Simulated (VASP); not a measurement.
# FePt: single point with PBE

The system is FePt.

```xyz
2
Lattice="2.8188 0.0000 0.0000 0.0000 2.8188 0.0000 0.0000 0.0000 3.8824" Properties=species:S:1:pos:R:3 pbc="T T T"
Fe    1.4094    1.4094    1.9412
Pt    0.0000    0.0000    0.0000
```

| Property | Result |
| --- | --- |
| Program | VASP 6.6.1 |
| Task | single point |
| Functional | PBE |
| Potentials or basis | VASP PAW PBE potentials, release 64 (Fe, Pt) |
| Cutoff | 600 eV |
| k mesh | 20 × 20 × 14 |
| Occupations | gaussian, width 0.1 eV |
| Spin | collinear spin, ferromagnetic start |
| Starting moments | [3.28, 0.42] μB |
| Dipole correction | no |
| Further INCAR settings | ALGO = Normal; EDIFF = 1e-06; NBANDS = 20 |

```yaml
Pressure: -15.4 GPa
Net_moment: 3.45 μB per cell
Site_moments: Fe +3.11; Pt +0.34 μB
Valence_electrons_inside_the_program's_atomic_spheres: Fe 6.78; Pt 9.21
```

Levels at points of the mesh, in eV from the Fermi level:
Spin up:
| k point | band 7 | band 8 | band 9 | band 10 | band 11 | band 12 | band 13 | band 14 | band 15 | band 16 |
| --- | --- | --- | --- | --- | --- | --- | --- | --- | --- | --- |
| (0.00, 0.00, 0.00) | -2.23 | -2.06 | -0.64 | -0.64 | -0.61 | 2.11 | 8.33 | 11.05 | 11.05 | 16.92 |
| (0.50, 0.00, 0.00) | -2.62 | -2.32 | -2.31 | -1.47 | -0.20 | 1.66 | 9.60 | 9.66 | 11.15 | 11.91 |
| (0.50, 0.50, 0.00) | -0.80 | -0.80 | -0.75 | 0.36 | 1.65 | 1.65 | 6.60 | 8.72 | 10.27 | 11.63 |
| (0.00, 0.00, 0.50) | -2.45 | -2.45 | -2.08 | -1.91 | -1.91 | -0.79 | 15.00 | 15.01 | 15.23 | 15.23 |
| (0.50, 0.00, 0.50) | -1.50 | -1.07 | -0.72 | -0.60 | -0.39 | -0.26 | 3.90 | 5.74 | 15.94 | 16.22 |
| (0.50, 0.50, 0.50) | -2.49 | -1.62 | -1.39 | 0.36 | 6.29 | 6.29 | 6.89 | 7.38 | 7.67 | 7.67 |
Spin down:
```csv
k point,band 3,band 4,band 5,band 6,band 7,band 8,band 9,band 10,band 11,band 12
"(0.00, 0.00, 0.00)",-4.94,-2.02,-2.02,-0.68,-0.62,0.56,1.48,1.48,1.56,2.28
"(0.50, 0.00, 0.00)",-3.68,-3.05,-2.11,-1.22,-0.90,-0.60,0.62,0.73,1.98,2.30
"(0.50, 0.50, 0.00)",-4.25,-4.07,0.74,1.08,1.51,1.52,1.52,1.56,1.77,1.77
"(0.00, 0.00, 0.50)",-4.67,-2.29,-1.66,-1.66,-1.10,-0.54,0.29,0.52,0.52,1.39
"(0.50, 0.00, 0.50)",-2.47,-2.46,-1.90,-0.32,-0.28,-0.17,0.78,1.34,1.45,1.47
"(0.50, 0.50, 0.50)",-4.02,-1.52,-1.36,-1.05,-1.05,0.74,0.82,1.56,6.97,6.97
```

Wall time 14 min on 1 thread of Intel Xeon 8259CL, on a shared host, peak memory 0.68 GiB.

Caveat: the cell stands under tension; spin-orbit coupling is left out, which moves the levels of the heavy elements.
